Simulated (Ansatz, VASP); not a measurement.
## InSb in VASP and in Ansatz

The input INCAR:

```
SYSTEM = InSb
ALGO = Normal
EDIFF = 1E-8
ENCUT = 520
GGA = PE
ISIF = 2
ISMEAR = -1
LASPH = .TRUE.
LCHARG = .FALSE.
LEFG = .TRUE.
LREAL = .FALSE.
LWAVE = .FALSE.
NBANDS = 16
NELM = 80
PREC = Accurate
SIGMA = 0.08
```

Contents of KPOINTS:

```
k-points
0
G
  12 12 12
  0 0 0
```

The input POSCAR:

```
InSb
1.0
    0.0000000000      3.0751755306      3.0751755306
    3.0751755306      0.0000000000      3.0751755306
    3.0751755306      3.0751755306      0.0000000000
In Sb
1 1
Direct
    0.0081296172      0.0081296172     -0.0081296172
    0.5000000000      0.5000000000      0.5000000000
```

Input for Ansatz:

```yaml
crystal:
  lattice:
    - [0.0, 3.0751755306, 3.0751755306]
    - [3.0751755306, 0.0, 3.0751755306]
    - [3.0751755306, 3.0751755306, 0.0]
  atoms:
    - { symbol: In, position: [0.0081296172, 0.0081296172, -0.0081296172] }
    - { symbol: Sb, position: [0.5, 0.5, 0.5] }
kpoints:
  mp_grid: { grid: [12, 12, 12] }
scf:
  occupations: { method: fermi_dirac, width: 0.08 }
hamiltonian:
  xc: pbe
  pseudopotentials: { kind: paw }
output:
  forces: true
  stress: true
  eigenvalues: true
  efg: { contact_densities: true }
```

Alike in both runs: task electric field gradients; functional PBE; k mesh 12 × 12 × 12; occupations fermi-dirac, width 0.08 eV; no spin polarisation.

|  | VASP | Ansatz |
| --- | --- | --- |
| version | VASP 6.6.1 | Ansatz 0.2.0 |
| potentials or method | VASP PAW PBE potentials, release 64 (In_d, Sb) | PAW with Ansatz's default frozen-core files, scalar-relativistic |
| plane-wave cutoff (eV) | 520 | 420 |
| valence electrons in the cell | 18 | 28 |

VASP gave:

| Quantity | Value |
| --- | --- |
| pressure (GPa) | 0.0 |
| traceless stress, the component that is largest in VASP (GPa) | 0.11 |
| rms of the force components (eV/Å) | 0.059 |
| size of Vzz on the site where it differs most (V/Å²) | 1.3 |

What did Ansatz give for the same quantities?

Pressure (GPa): 0.0; traceless stress, the component that is largest in VASP (GPa): 0.11; rms of the force components (eV/Å): 0.059; size of Vzz on the site where it differs most (V/Å²): 1.2.

Atom by atom the forces differ by 0.000 eV/Å (rms over components). VASP's potentials hold 18 valence electrons a cell and Ansatz's 28, so a difference there can come from the potentials and not from the codes.

Neither program's run includes spin-orbit coupling.
